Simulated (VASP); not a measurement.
Input of a VASP 6.6.1 run:

The input INCAR:

```
PREC = Accurate
ENCUT = 520
EDIFF = 1E-7
ISMEAR = 0
SIGMA = 0.05
LREAL = F
LASPH = T
NELM = 100
ALGO = Normal
ISIF = 2
LWAVE = F
LCHARG = F
GGA = PE
NBANDS = 17
```

KPOINTS

```
regular mesh
0
Gamma
  6 6 6
```

POSCAR

```
PbSe
1.0
    0.0000000000      3.0723254011      3.0723254011
    3.0723254011      0.0000000000      3.0723254011
    3.0723254011      3.0723254011      0.0000000000
Pb Se
1 1
Direct
    0.5000000000      0.5000000000      0.5000000000
    0.0000000000      0.0000000000      0.0000000000
```

Potentials or basis: VASP PAW PBE potentials, release 64 (Pb_d, Se).

Launch:

```bash
$ cat potpaw_PBE.64/Pb_d/POTCAR potpaw_PBE.64/Se/POTCAR > POTCAR
$ mpirun -np 1 vasp_std > vasp.out
```

Estimate the band gap on the k mesh.

0.33 eV, direct.

Estimate the pressure.

1.7 GPa.

Caveat: spin-orbit coupling is left out, which moves the levels of the heavy elements. A k mesh can miss the band edges.
